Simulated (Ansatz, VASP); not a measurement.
**Two plane-wave programs on Al**

```
CELL_PARAMETERS angstrom
4.33791 0.00000 0.00000
-2.16896 3.75674 0.00000
0.00000 0.00000 3.17127
ATOMIC_POSITIONS crystal
Al 0.33334 0.00000 0.33333
Al 0.00000 0.33334 0.66667
Al 0.66666 0.66666 0.00000
```

Alike in both runs: functional PBEsol; k mesh 6 × 6 × 4; occupations gaussian, width 0.1 eV; no spin polarisation.

Ansatz relaxed the structure, and its values are those at the end. VASP's run is a single point on that final structure, the one shown.

|  | VASP | Ansatz |
| --- | --- | --- |
| version | VASP 6.6.1 | Ansatz 0.2.0 |
| potentials or method | VASP PAW PBE potentials, release 64 (Al), cutoff 520 eV | scalar-relativistic, plane waves, PAW |
| valence electrons in the cell | 9 | 9 |

VASP gave:

* gap on the k mesh at the Fermi level (eV): none
* pressure (GPa): 0.1

**Question.** Which values does Ansatz return?

**Answer.** gap on the k mesh at the Fermi level (eV): none; pressure (GPa): 0.0.

VASP's potentials were made for PBE, not for PBEsol. A gap of «none» marks a metal or a gap that the smearing closes.

The k mesh is coarse, so the values compare programs but aren't converged.
